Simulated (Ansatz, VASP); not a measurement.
**MoS2: VASP beside Ansatz**

```
CELL_PARAMETERS angstrom
3.14935 0.00000 0.00000
-1.57468 2.72742 0.00000
0.00000 0.00000 12.09075
ATOMIC_POSITIONS crystal
Mo 0.33333 0.66667 0.25000
Mo 0.66667 0.33333 0.75000
S 0.33333 0.66667 0.62049
S 0.66667 0.33333 0.12049
S 0.33333 0.66667 0.87951
S 0.66667 0.33333 0.37951
```

Alike in both runs: functional PBE; dispersion D3(BJ); k mesh 12 × 12 × 4; occupations gaussian, width 0.02 eV; no spin polarisation.

Ansatz relaxed the structure, and its values are those at the end. VASP's run is a single point on that final structure, the one shown.

|  | VASP | Ansatz |
| --- | --- | --- |
| version | VASP 6.6.1 | Ansatz 0.2.0 |
| potentials or method | VASP PAW PBE potentials, release 64 (Mo_sv, S), cutoff 520 eV | scalar-relativistic, plane waves, PAW |
| valence electrons in the cell | 52 | 52 |

VASP gave:

- gap on the k mesh at the Fermi level (eV): 0.80
- least direct gap on the mesh (eV): 1.70
- pressure (GPa): -0.2
- rms of the force components (eV/Å): 0.007

Question: Estimate Ansatz's values.

Answer: gap on the k mesh at the Fermi level (eV): 0.78; least direct gap on the mesh (eV): 1.70; pressure (GPa): 0.0; rms of the force components (eV/Å): 0.000.
